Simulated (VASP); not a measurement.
Wanted: the native input for a VASP 6.6.1 run.

```yaml
Task: single point
Functional: PBE
Potentials_or_basis: VASP PAW PBE potentials, release 64 (W_sv, C, H)
Cutoff: 520 eV
k_mesh: 3 × 3 × 1
Occupations: fermi-dirac, width 0.05 eV
Spin: no spin polarisation
Dipole_correction: no
Further_INCAR_settings: LREAL = Auto; ALGO = Normal; EDIFF = 1e-06; NBANDS = 86
```

The structure of HW8C8 lies in POSCAR:

```
HW8C8
1.0
    5.7641400000      0.0000000000      0.0000000000
   -2.8820700000      4.9918920000      0.0000000000
    0.0000000000      0.0000000000     17.2358050000
W C H
8 8 1
Direct
    0.0000000000      0.0000000000      0.0580187580
   -0.0007480594     -0.0037861396      0.2225367484
    0.0000014646      0.4999907851      0.0580187580
   -0.0052905008      0.4964851002      0.2242715092
    0.5000052046      0.0000000000      0.0580187580
    0.5099676533      0.0080931238      0.2277410310
    0.4999893205      0.4999907851      0.0580187580
    0.5067593234      0.5036767622      0.2232039641
    0.3553420646      0.1763459626      0.1384965773
    0.3249800148      0.1711375166      0.2904477046
    0.3423186666      0.6708278144      0.1348936125
    0.3291305265      0.6658597582      0.2896470458
    0.8443337310      0.1624033533      0.1388911049
    0.8336426693      0.1958776352      0.2966267024
    0.8246118441      0.6589285185      0.1283607003
    0.8299066480      0.6683037213      0.2914978442
    0.8450710210      1.1958792378      0.3579293221
```

These files were run (other wordings do the same):

INCAR

```
SYSTEM = HW8C8
PREC = Accurate
ENCUT = 520
EDIFF = 1E-6
ISMEAR = -1
SIGMA = 0.05
LREAL = Auto
LASPH = .True.
NELM = 60
ALGO = Normal
ISIF = 2
LWAVE = .False.
LCHARG = .True.
GGA = PE
LELF = .True.
LVHAR = .True.
NBANDS = 86
```

KPOINTS

```
Automatic mesh
0
Gamma
  3 3 1
  0 0 0
```

Potentials or basis: VASP PAW PBE potentials, release 64 (W_sv, C, H).

Command:

```sh
$ cat potpaw_PBE.64/W_sv/POTCAR potpaw_PBE.64/C/POTCAR potpaw_PBE.64/H/POTCAR > POTCAR
$ mpirun -np 1 vasp_std > vasp.out
```

Results of the run:

```json
{"Largest force": "2.801 eV/Å", "Band gap on the k mesh": "zero (an odd number of electrons rules out a gap without spin polarisation)"}
```

Caveat: the k points lie up to 0.42 Å⁻¹ apart, too coarse for converged energies and pressures of a metal; the atoms stand as in a frame of molecular dynamics; spin-orbit coupling is left out, which moves the levels of the heavy elements.

Wall time 25 min on 1 thread of Intel Xeon 8259CL, on a shared host, peak memory 0.68 GiB.
